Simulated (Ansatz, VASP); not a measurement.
# One calculation of Tc, two programs

INCAR

```
SYSTEM = Tc
PREC = Accurate ; ENCUT = 560
EDIFF = 1E-6 ; ISMEAR = -1
SIGMA = 0.05 ; LREAL = .False.
LASPH = .True. ; NELM = 120
ALGO = Normal ; ISIF = 2
LWAVE = .False. ; LCHARG = .False.
GGA = PE ; NBANDS = 38
GGA_COMPAT = .False.
```

KPOINTS

```
Automatic mesh
0
Gamma
  11 11 3
  0 0 0
```

File POSCAR:

```
Tc
1.0
    2.7209698021      0.0000000000      0.0000000000
   -1.3604849010      2.3564289715      0.0000000000
    0.0000000000      0.0000000000      8.7108257240
Tc
4
Direct
    0.6666666667      0.3333333333      0.7500000000
    0.0000000000      0.0000000000      0.5000000000
    0.3333333333      0.6666666667      0.2500000000
    0.0000000000      0.0000000000      0.0000000000
```

The input input.yaml:

```yaml
crystal:
  lattice:
    - [2.7209698021, 0.0, 0.0]
    - [-1.360484901, 2.3564289715, 0.0]
    - [0.0, 0.0, 8.710825724]
  atoms:
    - { symbol: Tc, position: [0.6666666667, 0.3333333333, 0.75] }
    - { symbol: Tc, position: [0.0, 0.0, 0.5] }
    - { symbol: Tc, position: [0.3333333333, 0.6666666667, 0.25] }
    - { symbol: Tc, position: [0.0, 0.0, 0.0] }
hamiltonian:
  xc: pbe
  pseudopotentials: { kind: paw }
kpoints:
  mp_grid: { grid: [11, 11, 3] }
scf:
  occupations: { method: fermi_dirac, width: 0.05 }
output:
  forces: true
  stress: true
  eigenvalues: true
```

Alike in both runs: task single point; functional PBE; k mesh 11 × 11 × 3; occupations fermi-dirac, width 0.05 eV; no spin polarisation.

```csv
,VASP,Ansatz
version,VASP 6.6.1,Ansatz 0.2.0
potentials or method,"VASP PAW PBE potentials, release 64 (Tc_sv)",Ansatz PAW earlier set
plane-wave cutoff (eV),560,500
valence electrons in the cell,60,60
```

|  | VASP | Ansatz | Ansatz less VASP |
| --- | --- | --- | --- |
| gap on the k mesh at the Fermi level (eV) | none | none | - |
| pressure (GPa) | 10.1 | 11.1 | +0.95 |
| traceless stress, the component that is largest in VASP (GPa) | 1.33 | 1.39 | +0.059 |

A gap of «none» marks a metal or a gap that the smearing closes. With one functional, cell and mesh, what is left measures potentials, basis and numerics.
